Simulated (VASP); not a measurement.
Here is a VASP 6.6.1 calculation.

Contents of POSCAR:

```
W
1.0
   -1.5973000000      1.5973000000      1.6372325000
    1.5973000000     -1.5973000000      1.6372325000
    1.5973000000      1.5973000000     -1.6372325000
W
1
Direct
    0.0000000000      0.0000000000      0.0000000000
```

File INCAR.step1:

```
SYSTEM = W
ALGO = Normal
EDIFF = 1E-4
ENCUT = 520
GGA = PE
ISMEAR = 0
LASPH = .TRUE.
LCHARG = .FALSE.
LREAL = .FALSE.
LWAVE = .TRUE.
NBANDS = 13
NELM = 80
PREC = Accurate
SIGMA = 0.15
```

File INCAR.step2:

```
SYSTEM = W
ALGO = Normal
EDIFF = 1E-6
ENCUT = 520
ISIF = 2
ISMEAR = 0
ISTART = 1
LASPH = .TRUE.
LCHARG = .FALSE.
LMIXTAU = .TRUE.
LREAL = .FALSE.
LWAVE = .FALSE.
METAGGA = R2SCAN
NBANDS = 13
NELM = 80
PREC = Accurate
SIGMA = 0.15
```

File KPOINTS:

```
k-points
0
G
  20 20 20
  0 0 0
```

Potentials or basis: VASP PAW PBE potentials, release 64 (W_sv).

Run with:

```bash
$ cat potpaw_PBE.64/W_sv/POTCAR > POTCAR
$ cp INCAR.step1 INCAR
$ mpirun -np 1 vasp_std > vasp.out
$ cp INCAR.step2 INCAR
$ mpirun -np 1 vasp_std > vasp.out
```

Q: What does it give for the pressure?

A: -13.1 GPa.

Q: Predict the band gap on the k mesh.

A: Zero (bands 7 and 8 overlap by 5.91 eV).

Stress tensor (GPa, compression positive):
```
-10.49   0.00   0.00
  0.00 -10.49   0.00
  0.00   0.00 -18.40
```

Caveat: the cell differs from its parent crystal (strain +0.000 along x and y, +0.025 along z); the stress differs along the axes, from -18 to -10 GPa; the PAW data sets were made with another functional, which shifts forces and pressure a little; spin-orbit coupling is left out, which moves the levels of the heavy elements.
